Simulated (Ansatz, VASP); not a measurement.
One calculation of BeSn2S3, two programs

```
CELL_PARAMETERS angstrom
9.02783 -1.82003 0.07681
9.02783 1.82003 0.07681
-1.04027 0.00000 5.16178
ATOMIC_POSITIONS crystal
Be 0.97405 0.97405 0.46416
Sn 0.35730 0.35730 0.78505
Sn 0.66529 0.66529 0.38458
S 0.52735 0.52735 0.50321
S 0.86029 0.86029 0.42842
S 0.20975 0.20975 0.73315
```

Alike in both runs: functional PBE; k mesh 8 × 8 × 6; occupations gaussian, width 0.02 eV; no spin polarisation.

Ansatz relaxed the structure, and its values are those at the end. VASP's run is a single point on that final structure, the one shown.

|  | VASP | Ansatz |
| --- | --- | --- |
| version | VASP 6.6.1 | Ansatz 0.2.0 |
| potentials or method | VASP PAW PBE potentials, release 64 (Be, Sn_d, S), cutoff 520 eV | scalar-relativistic, plane waves, PAW |
| valence electrons in the cell | 48 | 48 |

VASP gave:

```
gap on the k mesh at the Fermi level (eV) : 1.06
least direct gap on the mesh (eV)         : 1.79
pressure (GPa)                            : 0.0
rms of the force components (eV/Å)        : 0.005
```

Question: Which values does Ansatz return?

Answer: gap on the k mesh at the Fermi level (eV): 1.06; least direct gap on the mesh (eV): 1.79; pressure (GPa): 0.0; rms of the force components (eV/Å): 0.001.
